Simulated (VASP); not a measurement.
# ZnCd2Te3 (Cmmm) in VASP: a series of runs

ZnCd2Te3 is run at these levels: PBEsol, r2SCAN+rVV10; tasks: single point.

Everything below comes from runs of VASP 6.6.1. Logs are shortened: lines on timing, memory, paths and dates and some standing lists are left out, and cuts for length are marked.

**1. The cell of the first run**

Symmetry: Cmmm, No. 65, orthorhombic system. Conventional cell: a = 5.581 Å, b = 16.462 Å, c = 4.022 Å, α = 90.00°, β = 90.00°, γ = 90.00°. Zn (site symmetry mmm) has 8 Te at 3.44 to 3.62 Å and 2 Zn at 4.02 Å within 4.5 Å. Within 3.7 Å of Cd (site symmetry 2/m) lie 2 Cd at 2.79 Å and 4 Te at 3.05 Å. Within 4.0 Å of Te (site symmetry m2m) lie 4 Cd at 3.05 Å and 2 Te at 3.06 Å and 2 Zn at 3.62 Å. Within 4.0 Å of Te (site symmetry mmm) lie 4 Te at 3.06 Å and 4 Zn at 3.44 Å.

**2. Single point, PBEsol**

The input, INCAR:

```
SYSTEM = ZnCd2Te3
  PREC = Accurate
  ENCUT = 520
  EDIFF = 1E-6
  ISMEAR = -1
  SIGMA = 0.03
  LREAL = .FALSE.
  LASPH = .TRUE.
  NELM = 80
  ALGO = Normal
  ISIF = 2
  LWAVE = .FALSE.
  LCHARG = .TRUE.
  GGA = PS
  LELF = .TRUE.
  LVHAR = .TRUE.
  NBANDS = 36
```

The input, KPOINTS:

```
Automatic mesh
0
G
  4 4 4
  0 0 0
```

The input, POSCAR:

```
ZnCd2Te3
1.0
    2.7906369666     -8.2311514224      0.0000000000
    2.7906369666      8.2311514224      0.0000000000
    0.0000000000      0.0000000000      4.0216782720
Zn Cd Te
1 2 3
Direct
    0.0000000000      0.0000000000      0.0000000000
    0.5000000000      0.0000000000      0.5000000000
    0.0000000000      0.5000000000      0.5000000000
    0.6397910981      0.3602089019      0.0000000000
    0.3602089019      0.6397910981      0.0000000000
    0.5000000000      0.5000000000      0.5000000000
```

Potentials or basis: VASP PAW PBE potentials, release 64 (Zn, Cd, Te).

On the command line:

```sh
cat potpaw_PBE.64/Zn/POTCAR potpaw_PBE.64/Cd/POTCAR potpaw_PBE.64/Te/POTCAR > POTCAR
mpirun -np 1 vasp_std > vasp.out
```

OUTCAR:

```text
SYSTEM = ZnCd2Te3
   PREC = Accurate
   ENCUT = 520
   EDIFF = 1E-6
   ISMEAR = -1
   LREAL = .FALSE.
   LASPH = .TRUE.
   NELM = 80
   ISIF = 2
   GGA = PS

 ion  position               nearest neighbor table
   1  0.000  0.000  0.000-
   2  0.500  0.000  0.500-   3 2.79   3 2.79   5 3.05   4 3.05   5 3.05   4 3.05
   3  0.000  0.500  0.500-   2 2.79   2 2.79   5 3.05   4 3.05   5 3.05   4 3.05
   4  0.640  0.360  0.000-   2 3.05   3 3.05   2 3.05   3 3.05   6 3.06   6 3.06
   5  0.360  0.640  0.000-   2 3.05   3 3.05   2 3.05   3 3.05   6 3.06   6 3.06
   6  0.500  0.500  0.500-   4 3.06   5 3.06   4 3.06   5 3.06

  LATTYP: Found a base centered orthorhombic cell.
 ALAT       =     5.5812739332
 B/A-ratio  =     2.9495600900
 C/A-ratio  =     0.7205663653

  Lattice vectors:

 A1 = (   2.7906369666,  -8.2311514224,   0.0000000000)
 A2 = (   2.7906369666,   8.2311514224,   0.0000000000)
 A3 = (   0.0000000000,   0.0000000000,   4.0216782720)

Analysis of symmetry for initial positions (statically):
=====================================================================
 Subroutine PRICEL returns:
 Original cell was already a primitive cell.

 Routine SETGRP: Setting up the symmetry group for a
 base centered orthorhombic supercell.

 Subroutine GETGRP returns: Found  8 space group operations
 (whereof  8 operations were pure point group operations)
 out of a pool of  8 trial point group operations.

The static configuration has the point symmetry D_2h.

Analysis of symmetry for dynamics (positions and initial velocities):
=====================================================================
 Subroutine PRICEL returns:
 Original cell was already a primitive cell.

 Routine SETGRP: Setting up the symmetry group for a
 base centered orthorhombic supercell.

 Subroutine GETGRP returns: Found  8 space group operations
 (whereof  8 operations were pure point group operations)
 out of a pool of  8 trial point group operations.

The dynamic configuration has the point symmetry D_2h.

 Subroutine INISYM returns: Found  8 space group operations
 (whereof  8 operations are pure point group operations),
 and found     1 'primitive' translations

----------------------------------------------------------------------------------------

                                     Primitive cell

  volume of cell :     184.7572

  direct lattice vectors                    reciprocal lattice vectors
     2.790636967 -8.231151422  0.000000000     0.179170564 -0.060744843  0.000000000
     2.790636967  8.231151422  0.000000000     0.179170564  0.060744843  0.000000000
     0.000000000  0.000000000  4.021678272     0.000000000  0.000000000  0.248652411

  length of vectors
     8.691346755  8.691346755  4.021678272     0.189187809  0.189187809  0.248652411

  position of ions in fractional coordinates (direct lattice)
     0.000000000  0.000000000  0.000000000
     0.500000000  0.000000000  0.500000000
     0.000000000  0.500000000  0.500000000
     0.639791098  0.360208902  0.000000000
     0.360208902  0.639791098  0.000000000
     0.500000000  0.500000000  0.500000000

  ion indices of the primitive-cell ions
   primitive index   ion index
                 1           1
                 2           2
                 3           3
                 4           4
                 5           5
                 6           6

----------------------------------------------------------------------------------------

 KPOINTS: Automatic mesh

Automatic generation of k-mesh.
 Grid dimensions read from file:
 generate k-points for:    4    4    4

 Generating k-lattice:

  Cartesian coordinates                     Fractional coordinates (reciprocal lattice)
     0.044792641 -0.015186211  0.000000000     0.250000000  0.000000000  0.000000000
     0.044792641  0.015186211  0.000000000     0.000000000  0.250000000  0.000000000
     0.000000000  0.000000000  0.062163103     0.000000000  0.000000000  0.250000000

  Length of vectors
     0.047296952  0.047296952  0.062163103

  Shift w.r.t. Gamma in fractional coordinates (k-lattice)
     0.000000000  0.000000000  0.000000000

 Subroutine IBZKPT returns following result:
 ===========================================

 Found     21 irreducible k-points:

 Following reciprocal coordinates:
            Coordinates               Weight
  0.000000  0.000000  0.000000      1.000000
  0.250000 -0.000000  0.000000      4.000000
  0.500000 -0.000000  0.000000      2.000000
  0.250000  0.250000  0.000000      2.000000
  0.500000  0.250000  0.000000      4.000000
 -0.250000  0.250000  0.000000      2.000000
[... 13 lines left out ...]
 -0.250000  0.250000  0.500000      2.000000
  0.500000  0.500000  0.500000      1.000000
   k-points           NKPTS =     21   k-points in BZ     NKDIM =     21   number of bands    NBANDS=     36
   number of dos      NEDOS =    301   number of ions     NIONS =      6
   total plane-waves  NPLWV = 147000
   dimension x,y,z NGX =    70 NGY =   70 NGZ =   30
   dimension x,y,z NGXF=   140 NGYF=  140 NGZF=   60
   ions per type =               1   2   3
   NGX,Y,Z   is equivalent  to a cutoff of  13.39, 13.39, 12.40 a.u.
   NGXF,Y,Z  is equivalent  to a cutoff of  26.78, 26.78, 24.80 a.u.
 SYSTEM =  ZnCd2Te3
   PREC   = accura    normal or accurate (medium, high low for compatibility)
   ISTART =      0    job   : 0-new  1-cont  2-samecut
   ICHARG =      2    charge: 1-file 2-atom 10-const
   ISPIN  =      1    spin polarized calculation?
   LNONCOLLINEAR =      F non collinear calculations
   LSORBIT =      F    spin-orbit coupling
   LASPH  =      T    aspherical Exc in radial PAW
   ENCUT  =  520.0 eV  38.22 Ry    6.18 a.u.  16.16 16.16  7.48*2*pi/ulx,y,z
   NELM   =     80;   NELMIN=  2; NELMDL= -5     # of ELM steps
   EDIFF  = 0.1E-05   stopping-criterion for ELM
   LREAL  =      F    real-space projection
   EDIFFG = 0.1E-04   stopping-criterion for IOM
   NSW    =      0    number of steps for IOM
   IBRION =     -1    ionic relax: 0-MD 1-quasi-New 2-CG
   NFREE  =      0    steps in history (QN), initial steepest desc. (CG)
   ISIF   =      2    stress and relaxation
   ISYM   =      2    0-nonsym 1-usesym 2-fastsym
   POTIM  = 0.5000    time-step for ionic-motion
   TEBEG  =    0.0;   TEEND  =   0.0 temperature during run
   PSTRESS=    0.0 pullay stress
   NELECT =      54.0000    total number of electrons
   NUPDOWN=      -1.0000    fix difference up-down
   EMIN   =  10.00;   EMAX   =-10.00  energy-range for DOS
   EFERMI =   0.00;   METHOD = LEGACY
   ISMEAR =    -1;   SIGMA  =   0.03  broadening in eV -4-tet -1-fermi 0-gaus
   EFERMI_NEDOS =   21; number of points for ismear=-14 and -15
   IALGO  =     38    algorithm
   IMIX   =      4    mixing-type and parameters
     AMIX     =   0.40;   BMIX     =  1.00
     AMIX_MAG =   1.60;   BMIX_MAG =  1.00
  volume/ion in A,a.u.               =      30.79       207.80
  Fermi-wavevector in a.u.,A,eV,Ry     =   1.086440  2.053074 16.059656  1.180351
  Thomas-Fermi vector in A             =   2.222577
   LORBIT       =      0    0 simple, 1 ext, 2 COOP (PROOUT), +10 PAW based schemes
   GGA     = PS    functional components
   LHFCALC =     F    Hartree Fock is set to
   AEXX    =    0.0000 exact exchange contribution
   IVDW    =     0    specifies the selected vdW correction
   LEPSILON=     F    determine dielectric tensor
   LRPA    =     F    only Hartree local field effects (RPA)
 non-spin polarized calculation
  energy-cutoff  :      520.00
  volume of cell :      184.76
 maximum number of plane-waves:      5012
 NGX is ok and might be reduce to    70
   NGX = 33   NGY = 33   NGZ = 15

 number of electron      54.0000022 magnetization

 Free energy of the ion-electron system (eV)
  ---------------------------------------------------
  ext. energy  EPLUGINS =         0.00000000
  ---------------------------------------------------
  free energy    TOTEN  =       -13.11441081 eV

  energy without entropy =      -13.10799580  energy(sigma->0) =      -13.11120330

 E-fermi :   3.4035     XC(G=0):  -9.2439

 val. band max:        3.3822128151   @ k =   0.2500  -0.0000   0.5000
 cond. band min:       3.5373841071   @ k =   0.2500  -0.0000   0.0000
 fundamental gap:      0.1551712920
 Fermi energy:         3.4034776448

 k-point     1 :       0.0000    0.0000    0.0000
  band No.  band energies     occupation
      1      -9.5944      2.00000
      2      -8.1927      2.00000
      3      -7.0473      2.00000
      4      -6.3687      2.00000
      5      -5.8443      2.00000
      6      -5.6119      2.00000
[... 28 lines left out ...]
     35       8.9787      0.00000
     36       9.1980      0.00000

 k-point     2 :       0.2500   -0.0000    0.0000
  band No.  band energies     occupation
      1      -9.5373      2.00000
      2      -8.3052      2.00000
      3      -6.8745      2.00000
      4      -6.1362      2.00000
      5      -5.7307      2.00000
      6      -5.5245      2.00000
[... 28 lines left out ...]
     35       8.7942      0.00000
     36       8.7947      0.00000

 k-point     3 :       0.5000   -0.0000    0.0000
  band No.  band energies     occupation
      1      -9.4740      2.00000
      2      -8.4075      2.00000
      3      -6.7136      2.00000
      4      -5.5563      2.00000
      5      -5.5554      2.00000
      6      -5.4566      2.00000
[... 28 lines left out ...]
     35       8.3480      0.00000
     36       9.2055      0.00000
[... 625 lines left out ...]
 k-point    20 :      -0.2500    0.2500    0.5000
  band No.  band energies     occupation
      1      -8.0889      2.00000
      2      -7.8069      2.00000
      3      -7.7236      2.00000
      4      -6.3936      2.00000
      5      -5.8963      2.00000
      6      -5.7412      2.00000
[... 28 lines left out ...]
     35       7.2301      0.00000
     36       7.8457      0.00000

 k-point    21 :       0.5000    0.5000    0.5000
  band No.  band energies     occupation
      1      -8.1367      2.00000
      2      -7.7328      2.00000
      3      -7.7130      2.00000
      4      -6.3956      2.00000
      5      -5.9165      2.00000
      6      -5.7628      2.00000
[... 28 lines left out ...]
     35       6.8464      0.00000
     36       8.8116      0.00000

------------------------ aborting loop because EDIFF is reached ----------------------------------------

  FORCE on cell =-STRESS in cart. coord.  units (eV):
  Direction    XX          YY          ZZ          XY          YZ          ZX
  --------------------------------------------------------------------------------------
  -------------------------------------------------------------------------------------
  Total        0.1800270      0.1625688      0.1357609      0.0000000      0.0000000      0.0000000
  in kB        1.5611586      1.4097642      1.1772912      0.0000000      0.0000000      0.0000000
  external PRESSURE =       1.3827380 kB  Pullay stress =       0.0000000 kB

 VOLUME and BASIS-vectors are now :
 -----------------------------------------------------------------------------
  energy-cutoff  :      520.00
  volume of cell :      184.76
      direct lattice vectors                 reciprocal lattice vectors
     2.790636967 -8.231151422  0.000000000     0.179170564 -0.060744843  0.000000000
     2.790636967  8.231151422  0.000000000     0.179170564  0.060744843  0.000000000
     0.000000000  0.000000000  4.021678272     0.000000000  0.000000000  0.248652411

 POSITION                                       TOTAL-FORCE (eV/Angst)
 -----------------------------------------------------------------------------------
      0.00000      0.00000      0.00000        -0.000000     -0.000000      0.000000
      1.39532     -4.11558      2.01084        -0.000000     -0.000000      0.000000
      1.39532      4.11558      2.01084        -0.000000      0.000000      0.000000
      2.79064     -2.30128      0.00000        -0.000000      0.021512      0.000000
      2.79064      2.30128      0.00000        -0.000000     -0.021512     -0.000000
      2.79064      0.00000      2.01084         0.000000      0.000000      0.000000
 -----------------------------------------------------------------------------------
    total drift:                                0.000000     -0.000000      0.000000

  FREE ENERGIE OF THE ION-ELECTRON SYSTEM (eV)
  ---------------------------------------------------
  free  energy   TOTEN  =       -13.1144108110 eV

  energy  without entropy=      -13.1079957988  energy(sigma->0) =      -13.11120330
```

It took 2.7 min on 1 thread of Intel Xeon 6975P-C, shared host; peak memory 0.45 GiB.

Results:

```yaml
Free_energy: -13.1144 eV
Pressure: 0.1 GPa
Largest_force: 0.022 eV/Å
Band_gap_on_the_k_mesh: zero (band 27 reaches 4.25 eV, above the bottom of band 28 at 2.97 eV)
```

Forces on the atoms (eV/Å):
```
Zn   0.000  0.000  0.000
Cd   0.000  0.000  0.000
Cd   0.000  0.000  0.000
Te   0.000  0.022  0.000
Te   0.000 -0.022  0.000
Te   0.000  0.000  0.000
```

Caveat: the k points lie up to 0.39 Å⁻¹ apart; the PAW data sets were made with another functional, which shifts forces and pressure a little; spin-orbit coupling is left out, which moves the levels of the heavy elements.

**3. Single point, r2SCAN+rVV10**

This run uses another cell than the first one, of 31.07 Å³/atom, 1.009 times its volume.

The input, POSCAR:

```
ZnCd2Te3
1.0
    2.7381725464     -8.3570576699      0.0000000000
    2.7381725464      8.3570576699      0.0000000000
    0.0000000000      0.0000000000      4.0737630491
Zn Cd Te
1 2 3
Direct
    0.0000000000      0.0000000000      0.0000000000
    0.5000000000      0.0000000000      0.5000000000
    0.0000000000      0.5000000000      0.5000000000
    0.6423390211      0.3576609789      0.0000000000
    0.3576609789      0.6423390211      0.0000000000
    0.5000000000      0.5000000000      0.5000000000
```

The input, INCAR.step1:

```
  PREC = Accurate
  ENCUT = 520
  ISMEAR = -1
  SIGMA = 0.03
  LREAL = F
  LASPH = T
  NELM = 100
  NBANDS = 36
  GGA = PE
  ALGO = Normal
  EDIFF = 1E-4
  LWAVE = T
  LCHARG = F
```

The input, INCAR.step2:

```
  PREC = Accurate
  ENCUT = 520
  EDIFF = 1E-6
  ISMEAR = -1
  SIGMA = 0.03
  LREAL = F
  LASPH = T
  NELM = 100
  ALGO = Normal
  ISIF = 2
  LWAVE = F
  LCHARG = F
  METAGGA = R2SCAN
  LMIXTAU = T
  LUSE_VDW = T
  IVDW_NL = 2
  BPARAM = 11.95
  CPARAM = 0.0093
  NBANDS = 36
  ISTART = 1
```

The input, KPOINTS:

```
Automatic mesh
0
Gamma
  4 4 6
```

Potentials or basis: VASP PAW PBE potentials, release 64 (Zn, Cd, Te).

On the command line:

```sh
cat potpaw_PBE.64/Zn/POTCAR potpaw_PBE.64/Cd/POTCAR potpaw_PBE.64/Te/POTCAR > POTCAR
cp INCAR.step1 INCAR
mpirun -np 1 vasp_std > vasp.out
cp INCAR.step2 INCAR
mpirun -np 1 vasp_std > vasp.out
```

OUTCAR:

```text
PREC = Accurate
   ENCUT = 520
   EDIFF = 1E-6
   ISMEAR = -1
   LREAL = F
   LASPH = T
   NELM = 100
   ISIF = 2
   METAGGA = R2SCAN
   IVDW_NL = 2
   BPARAM = 11.95
   ISTART = 1

 ion  position               nearest neighbor table
   1  0.000  0.000  0.000-
   2  0.500  0.000  0.500-   3 2.74   3 2.74   5 3.04   4 3.04   5 3.04   4 3.04
   3  0.000  0.500  0.500-   2 2.74   2 2.74   5 3.04   4 3.04   5 3.04   4 3.04
[... 1149 lines left out ...]
  -------------------------------------------------------------------------------------
  Total        0.3826899      0.2526998      0.3427284      0.0000000      0.0000000      0.0000000
  in kB        3.2886496      2.1715784      2.9452402      0.0000000      0.0000000      0.0000000
  external PRESSURE =       2.8018228 kB  Pullay stress =       0.0000000 kB

 VOLUME and BASIS-vectors are now :
 -----------------------------------------------------------------------------
  energy-cutoff  :      520.00
  volume of cell :      186.44
      direct lattice vectors                 reciprocal lattice vectors
     2.738172546 -8.357057670  0.000000000     0.182603540 -0.059829670  0.000000000
     2.738172546  8.357057670  0.000000000     0.182603540  0.059829670  0.000000000
     0.000000000  0.000000000  4.073763049     0.000000000  0.000000000  0.245473285

 POSITION                                       TOTAL-FORCE (eV/Angst)
 -----------------------------------------------------------------------------------
      0.00000      0.00000      0.00000         0.000000      0.000000     -0.000000
      1.36909     -4.17853      2.03688         0.000000      0.000000     -0.000000
      1.36909      4.17853      2.03688        -0.000000      0.000000     -0.000000
      2.73817     -2.37907      0.00000         0.000000      0.030724     -0.000000
      2.73817      2.37907      0.00000         0.000000     -0.030724      0.000000
      2.73817      0.00000      2.03688        -0.000000      0.000000     -0.000000
 -----------------------------------------------------------------------------------
    total drift:                                0.000000     -0.000000      0.000000

  FREE ENERGIE OF THE ION-ELECTRON SYSTEM (eV)
  ---------------------------------------------------
  free  energy   TOTEN  =      -122.3749549310 eV

  energy  without entropy=     -122.3619832914  energy(sigma->0) =     -122.36846911
```

OSZICAR.step1:

```text
N       E                     dE             d eps       ncg     rms          rms(c)
DAV:   1     0.373953734329E+03    0.37395E+03   -0.23898E+04  2016   0.141E+03
DAV:   2     0.182392884454E+02   -0.35571E+03   -0.34385E+03  2112   0.335E+02
DAV:   3    -0.106714414635E+02   -0.28911E+02   -0.28362E+02  2416   0.977E+01
DAV:   4    -0.114221116188E+02   -0.75067E+00   -0.74620E+00  2316   0.139E+01
DAV:   5    -0.114386553606E+02   -0.16544E-01   -0.16543E-01  2560   0.199E+00    0.126E+01
DAV:   6    -0.110297624043E+02    0.40889E+00   -0.12740E+00  2216   0.824E+00    0.879E+00
DAV:   7    -0.110168133717E+02    0.12949E-01   -0.29862E-01  2220   0.245E+00    0.213E+00
DAV:   8    -0.110112982273E+02    0.55151E-02   -0.61894E-02  2232   0.138E+00    0.687E-01
DAV:   9    -0.110107734560E+02    0.52477E-03   -0.54873E-03  2196   0.422E-01    0.351E-01
DAV:  10    -0.110108456062E+02   -0.72150E-04   -0.13812E-03  2168   0.142E-01    0.132E-01
DAV:  11    -0.110108852211E+02   -0.39615E-04   -0.17091E-04  1712   0.606E-02
   1 F= -.11010885E+02 E0= -.11004609E+02  d E =-.125527E-01
```

Wall time 18 min (1 thread of Intel Xeon 6975P-C, shared host); peak memory 1 GiB.

What came out:

| Item | Value |
| --- | --- |
| Free energy | -122.3750 eV |
| Pressure | 0.3 GPa |
| Largest force | 0.031 eV/Å |
| Band gap on the k mesh | zero (band 27 reaches 4.18 eV, above the bottom of band 28 at 2.99 eV) |

Forces on the atoms (eV/Å):
```
Zn   0.000  0.000  0.000
Cd   0.000  0.000  0.000
Cd   0.000  0.000  0.000
Te   0.000  0.031  0.000
Te   0.000 -0.031  0.000
Te   0.000  0.000  0.000
```

Caveat: the PAW data sets were made with another functional, which shifts forces and pressure a little; spin-orbit coupling is left out, which moves the levels of the heavy elements.
